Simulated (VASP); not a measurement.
# V (Im-3m) in VASP: a series of runs

The runs below take V through relaxation of cell and atoms, with PBEsol.

Everything below comes from runs of VASP 6.6.1. Logs are shortened: lines on timing, memory, paths and dates and some standing lists are left out, and cuts for length are marked.

### 1 The cell of the first run

The structure is cubic, space group Im-3m (No. 229). Conventional cell: a = 2.782 Å, b = 2.782 Å, c = 2.782 Å, α = 90.00°, β = 90.00°, γ = 90.00°. Within 3.2 Å of V (site symmetry m-3m) lie 14 V at 2.41 to 2.78 Å.

### 2 Relaxation of cell and atoms, PBEsol, target pressure 50 GPa, at which the enthalpy is minimised

INCAR reads:

```
SYSTEM = V
PREC = Accurate
ENCUT = 600
EDIFF = 1E-7
ISMEAR = 0
SIGMA = 0.1
LREAL = .False.
LASPH = .True.
NELM = 80
ALGO = Normal
ISIF = 3
LWAVE = .False.
LCHARG = .False.
GGA = PS
IBRION = 2
NSW = 70
EDIFFG = -0.008
PSTRESS = 500.0
```

KPOINTS reads:

```
regular mesh
0
Gamma
  20 20 20
  0 0 0
```

POSCAR reads:

```
V
1.0
   -1.3910269174      1.3910269174      1.3910269174
    1.3910269174     -1.3910269174      1.3910269174
    1.3910269174      1.3910269174     -1.3910269174
V
1
Direct
    0.0000000000      0.0000000000      0.0000000000
```

Potentials or basis: VASP PAW PBE potentials, release 64 (V_sv).

Run with:

```sh
$ cat potpaw_PBE.64/V_sv/POTCAR > POTCAR
$ mpirun -np 1 vasp_std > vasp.out
```

OUTCAR:

```text
SYSTEM = V
   PREC = Accurate
   ENCUT = 600
   EDIFF = 1E-7
   ISMEAR = 0
   LREAL = .False.
   LASPH = .True.
   NELM = 80
   ISIF = 3
   GGA = PS
   IBRION = 2
   NSW = 70
   EDIFFG = -0.008
   PSTRESS = 500.0

 ion  position               nearest neighbor table
   1  0.000  0.000  0.000-

  LATTYP: Found a body centered cubic cell.
 ALAT       =     2.7820538348

  Lattice vectors:

 A1 = (  -1.3910269174,   1.3910269174,   1.3910269174)
 A2 = (   1.3910269174,  -1.3910269174,   1.3910269174)
 A3 = (   1.3910269174,   1.3910269174,  -1.3910269174)

Analysis of symmetry for initial positions (statically):
=====================================================================
 Subroutine PRICEL returns:
 Original cell was already a primitive cell.

 Routine SETGRP: Setting up the symmetry group for a
 body centered cubic supercell.

 Subroutine GETGRP returns: Found 48 space group operations
 (whereof 48 operations were pure point group operations)
 out of a pool of 48 trial point group operations.

The static configuration has the point symmetry O_h .

Analysis of symmetry for dynamics (positions and initial velocities):
=====================================================================
 Subroutine PRICEL returns:
 Original cell was already a primitive cell.

 Routine SETGRP: Setting up the symmetry group for a
 body centered cubic supercell.

 Subroutine GETGRP returns: Found 48 space group operations
 (whereof 48 operations were pure point group operations)
 out of a pool of 48 trial point group operations.

The dynamic configuration has the point symmetry O_h .

 Subroutine INISYM returns: Found 48 space group operations
 (whereof 48 operations are pure point group operations),
 and found     1 'primitive' translations

----------------------------------------------------------------------------------------

                                     Primitive cell

  volume of cell :      10.7663

  direct lattice vectors                    reciprocal lattice vectors
    -1.391026917  1.391026917  1.391026917     0.000000000  0.359446675  0.359446675
     1.391026917 -1.391026917  1.391026917     0.359446675  0.000000000  0.359446675
     1.391026917  1.391026917 -1.391026917     0.359446675  0.359446675  0.000000000

  length of vectors
[... 94 lines left out ...]
   EFERMI =   0.00;   METHOD = LEGACY
   ISMEAR =     0;   SIGMA  =   0.10  broadening in eV -4-tet -1-fermi 0-gaus
   EFERMI_NEDOS =   21; number of points for ismear=-14 and -15
   IALGO  =     38    algorithm
   IMIX   =      4    mixing-type and parameters
     AMIX     =   0.40;   BMIX     =  1.00
     AMIX_MAG =   1.60;   BMIX_MAG =  1.00
  volume/ion in A,a.u.               =      10.77        72.65
  Fermi-wavevector in a.u.,A,eV,Ry     =   1.743280  3.294321 41.348435  3.039024
  Thomas-Fermi vector in A             =   2.815383
   LORBIT       =      0    0 simple, 1 ext, 2 COOP (PROOUT), +10 PAW based schemes
   GGA     = PS    functional components
   LHFCALC =     F    Hartree Fock is set to
   AEXX    =    0.0000 exact exchange contribution
   IVDW    =     0    specifies the selected vdW correction
   LEPSILON=     F    determine dielectric tensor
   LRPA    =     F    only Hartree local field effects (RPA)
 conjugate gradient relaxation of ions
 non-spin polarized calculation
 Gauss-broadening in eV      SIGMA  =   0.10
  energy-cutoff  :      600.00
  volume of cell :       10.77
 maximum number of plane-waves:       370
   NGX =  9   NGY =  9   NGZ =  9

--------------------------------------- Ionic step        1  -------------------------------------------

 number of electron      13.0000007 magnetization

 Free energy of the ion-electron system (eV)
  ---------------------------------------------------
  ext. energy  EPLUGINS =         0.00000000
  ---------------------------------------------------
  free energy    TOTEN  =        -9.33133964 eV

  energy without entropy =       -9.32442958  energy(sigma->0) =       -9.32788461

------------------------ aborting loop because EDIFF is reached ----------------------------------------

  FORCE on cell =-STRESS in cart. coord.  units (eV):
  Direction    XX          YY          ZZ          XY          YZ          ZX
  --------------------------------------------------------------------------------------
  -------------------------------------------------------------------------------------
  Total        3.4592717      3.4592717      3.4592717      0.0000000     -0.0000000      0.0000000
  in kB      514.7882874    514.7882874    514.7882874      0.0000000     -0.0000000      0.0000000
  external PRESSURE =      14.7882874 kB  Pullay stress =     500.0000000 kB
[... 61 lines left out ...]
--------------------------------------- Ionic step        3  -------------------------------------------

 number of electron      13.0000007 magnetization

 Free energy of the ion-electron system (eV)
  ---------------------------------------------------
  ext. energy  EPLUGINS =         0.00000000
  ---------------------------------------------------
  free energy    TOTEN  =        -9.34513392 eV

  energy without entropy =       -9.33817515  energy(sigma->0) =       -9.34165453

 E-fermi :  12.5966     XC(G=0): -14.3143

 val. band max:       12.5925666148   @ k =   0.3000   0.1500  -0.0000
 cond. band min:      12.5984437264   @ k =   0.5000   0.5000   0.2000
 fundamental gap:      0.0058771116
 Fermi energy:        12.5966048686

 k-point     1 :       0.0000    0.0000    0.0000
  band No.  band energies     occupation
      1     -50.7361      2.00000
      2     -23.6153      2.00000
      3     -23.6153      2.00000
      4     -23.6153      2.00000
      5       5.6423      2.00000
      6      12.9872      0.00000
      7      12.9872      0.00000
      8      12.9872      0.00000
      9      15.6209      0.00000
     10      15.6209      0.00000
[... 287 lines left out ...]
 k-point    24 :       0.2500    0.1000    0.0000
  band No.  band energies     occupation
      1     -50.4143      2.00000
      2     -24.8212      2.00000
      3     -23.9912      2.00000
      4     -23.6890      2.00000
      5       8.8524      2.00000
      6      11.5473      2.00000
      7      12.2995      1.99997
      8      15.1326      0.00000
      9      16.0636      0.00000
     10      16.4926      0.00000

 [... further k-points ...]

------------------------ aborting loop because EDIFF is reached ----------------------------------------

  FORCE on cell =-STRESS in cart. coord.  units (eV):
  Direction    XX          YY          ZZ          XY          YZ          ZX
  --------------------------------------------------------------------------------------
  -------------------------------------------------------------------------------------
  Total        3.3733503      3.3733503      3.3733503      0.0000000     -0.0000000      0.0000000
  in kB      499.9788105    499.9788105    499.9788105      0.0000000     -0.0000000      0.0000000
  external PRESSURE =      -0.0211895 kB  Pullay stress =     500.0000000 kB
[... 20 lines left out ...]
  energy  without entropy=       -9.3381751456  energy(sigma->0) =       -9.34165453

  enthalpy is  TOTEN    =        -5.9716406793 eV   P V=        3.3734932391

 reached required accuracy - stopping structural energy minimisation
```

Wall time 72 s (1 thread of Intel Xeon 8259CL, shared host); peak memory 0.16 GiB.

Results:

| Property | Result |
| --- | --- |
| Free energy | -9.3451 eV |
| Relaxed volume | 10.81 Å³/atom |
| Relaxed cell | a = 2.413 Å, b = 2.413 Å, c = 2.413 Å, α = 109.47°, β = 109.47°, γ = 109.47° |
| Space group after relaxing (to 0.1 Å) | Im-3m (No. 229) |
| Energy change on relaxing (the run minimises the enthalpy) | -13.8 meV/atom |
| Ionic steps | 3 |
| Pressure after relaxing | 50.0 GPa |
| Band gap on the k mesh | zero (an odd number of electrons rules out a gap without spin polarisation) |

The path:
```csv
step,energy change (eV),largest force (eV/Å),pressure (GPa),volume (Å³)
1,0.0000,0.0000,51.48,10.77
2,-0.0474,0.0000,46.30,10.92
3,-0.0138,0.0000,50.00,10.81
```

Final structure:
```yaml
crystal:
  lattice:
    - [-1.39290, 1.39290, 1.39290]
    - [1.39290, -1.39290, 1.39290]
    - [1.39290, 1.39290, -1.39290]
  atoms:
    - { symbol: V, position: [0.00000, 0.00000, 0.00000] }
```

Caveat: the cell is relaxed towards a set pressure, so the run minimises the enthalpy, not the energy; the PAW data sets were made with another functional, which shifts forces and pressure a little.

### 3 Relaxation of cell and atoms, PBEsol, target pressure 25 GPa, at which the enthalpy is minimised

This run uses another cell than the first one, of 11.64 Å³/atom.

INCAR reads:

```
PREC = Accurate
ENCUT = 600
EDIFF = 1E-6
ISMEAR = 0
SIGMA = 0.1
LREAL = F
LASPH = T
NELM = 100
ALGO = Fast
ISIF = 3
LWAVE = F
LCHARG = F
GGA = PS
IBRION = 2
NSW = 70
EDIFFG = -0.008
PSTRESS = 250.0
```

KPOINTS reads:

```
regular mesh
0
Gamma
  20 20 20
```

POSCAR reads:

```
V
1.0
   -1.4278123976      1.4278123976      1.4278123976
    1.4278123976     -1.4278123976      1.4278123976
    1.4278123976      1.4278123976     -1.4278123976
V
1
Direct
    0.0000000000      0.0000000000      0.0000000000
```

Potentials or basis: VASP PAW PBE potentials, release 64 (V_sv).

Run with:

```sh
$ cat potpaw_PBE.64/V_sv/POTCAR > POTCAR
$ mpirun -np 1 vasp_std > vasp.out
```

OUTCAR:

```text
PREC = Accurate
   ENCUT = 600
   EDIFF = 1E-6
   ISMEAR = 0
   LREAL = F
   LASPH = T
   NELM = 100
   ISIF = 3
   GGA = PS
   IBRION = 2
   NSW = 70
   EDIFFG = -0.008
   PSTRESS = 250.0

 ion  position               nearest neighbor table
   1  0.000  0.000  0.000-

  LATTYP: Found a body centered cubic cell.
 ALAT       =     2.8556247952

  Lattice vectors:

 A1 = (  -1.4278123976,   1.4278123976,   1.4278123976)
 A2 = (   1.4278123976,  -1.4278123976,   1.4278123976)
 A3 = (   1.4278123976,   1.4278123976,  -1.4278123976)

Analysis of symmetry for initial positions (statically):
=====================================================================
 Subroutine PRICEL returns:
 Original cell was already a primitive cell.

[... 330 lines left out ...]
 cond. band min:      11.4601379532   @ k =   0.1000   0.0500   0.0500
 fundamental gap:      0.0205602442
 Fermi energy:        11.4547208023

 k-point     1 :       0.0000    0.0000    0.0000
  band No.  band energies     occupation
      1     -51.8921      2.00000
      2     -24.9966      2.00000
      3     -24.9966      2.00000
      4     -24.9966      2.00000
      5       4.5961      2.00000
      6      11.8737      0.00000
      7      11.8737      0.00000
      8      11.8737      0.00000
      9      14.2703      0.00000
     10      14.2703      0.00000
[... 287 lines left out ...]
 k-point    24 :       0.2500    0.1000    0.0000
  band No.  band energies     occupation
      1     -51.6505      2.00000
      2     -25.9539      2.00000
      3     -25.2979      2.00000
      4     -25.0536      2.00000
      5       7.7659      2.00000
      6      10.5755      2.00000
      7      11.1563      1.99998
      8      13.8249      0.00000
      9      14.6517      0.00000
     10      15.0157      0.00000

 [... further k-points ...]

------------------------ aborting loop because EDIFF is reached ----------------------------------------

  FORCE on cell =-STRESS in cart. coord.  units (eV):
  Direction    XX          YY          ZZ          XY          YZ          ZX
  --------------------------------------------------------------------------------------
  -------------------------------------------------------------------------------------
  Total        1.8206595      1.8206595      1.8206595      0.0000000      0.0000000     -0.0000000
  in kB      249.7864303    249.7864303    249.7864303      0.0000000      0.0000000     -0.0000000
  external PRESSURE =      -0.2135697 kB  Pullay stress =     250.0000000 kB
[... 20 lines left out ...]
  energy  without entropy=       -9.5379997176  energy(sigma->0) =       -9.54174586

  enthalpy is  TOTEN    =        -7.7232758210 eV   P V=        1.8222161772

 reached required accuracy - stopping structural energy minimisation
```

It took 92 s on 1 thread of Intel Xeon 8259CL, shared host; peak memory 0.16 GiB.

What came out:

- Free energy: -9.5455 eV
- Relaxed volume: 11.68 Å³/atom
- Relaxed cell: a = 2.476 Å, b = 2.476 Å, c = 2.476 Å, α = 109.47°, β = 109.47°, γ = 109.47°
- Space group after relaxing (to 0.1 Å): Im-3m (No. 229)
- Energy change on relaxing (the run minimises the enthalpy): -5.5 meV/atom
- Ionic steps: 5
- Pressure after relaxing: 25.0 GPa
- Band gap on the k mesh: zero (an odd number of electrons rules out a gap without spin polarisation)

The path:
```tsv
step	energy change (eV)	largest force (eV/Å)	pressure (GPa)	volume (Å³)
1	0.0000	0.0000	25.95	11.64
2	-0.0179	0.0000	22.97	11.76
3	-0.0059	0.0000	24.86	11.68
4	-0.0051	0.0000	25.15	11.68
5	-0.0055	0.0000	24.98	11.68
```

Final structure:
```yaml
crystal:
  lattice:
    - [-1.42923, 1.42923, 1.42923]
    - [1.42923, -1.42923, 1.42923]
    - [1.42923, 1.42923, -1.42923]
  atoms:
    - { symbol: V, position: [0.00000, 0.00000, 0.00000] }
```

Levels at points of the mesh, in eV from the Fermi level:
```
           k point  band 4  band 5  band 6  band 7  band 8  band 9
(0.00, 0.00, 0.00)  -36.45   -6.86    0.42    0.42    0.42    2.82
(0.50, 0.00, 0.00)  -36.47   -3.72   -1.46    2.25    2.87    3.29
(0.50, 0.50, 0.50)  -37.40   -3.75   -3.75    4.47    4.47    4.47
```

Caveat: the cell is relaxed towards a set pressure, so the run minimises the enthalpy, not the energy; the PAW data sets were made with another functional, which shifts forces and pressure a little.
